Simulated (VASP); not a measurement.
A run of VASP 6.6.1 is set up as follows.

File INCAR:

```
SYSTEM = SnSe
ALGO = Normal
EDIFF = 1E-7
ENCUT = 520
GGA = PS
ISIF = 2
ISMEAR = 0
LASPH = .True.
LCHARG = .True.
LELF = .True.
LREAL = .False.
LVHAR = .True.
LWAVE = .False.
NBANDS = 17
NELM = 100
PREC = Accurate
SIGMA = 0.05
```

Contents of KPOINTS:

```
k-points
0
Gamma
  10 10 10
  0 0 0
```

The input POSCAR:

```
SnSe
1.0
    0.0000000000      3.3369722726      2.3592393967
    3.3369722726      0.0000000000      2.3592393967
    3.3369722726      3.3369722726      0.0000000000
Sn Se
1 1
Direct
    0.0000000000      0.0000000000      0.0000000000
    0.5000000000      0.5000000000      0.5000000000
```

Potentials or basis: VASP PAW PBE potentials, release 64 (Sn_d, Se).

Run with:

```sh
$ cat potpaw_PBE.64/Sn_d/POTCAR potpaw_PBE.64/Se/POTCAR > POTCAR
$ mpirun -np 1 vasp_std > vasp.out
```

Q: What does it give for the band gap on the k mesh?

A: Zero (bands 10 and 11 overlap by 1.87 eV).

Q: What does it give for the pressure?

A: 16.8 GPa.

Stress tensor (GPa, compression positive):
```
-2.96  0.00  0.00
 0.00 -2.96  0.00
 0.00  0.00 56.41
```

Caveat: the stress differs along the axes, from -3 to 56 GPa; the PAW data sets were made with another functional, which shifts forces and pressure a little; spin-orbit coupling is left out, which moves the levels of the heavy elements.
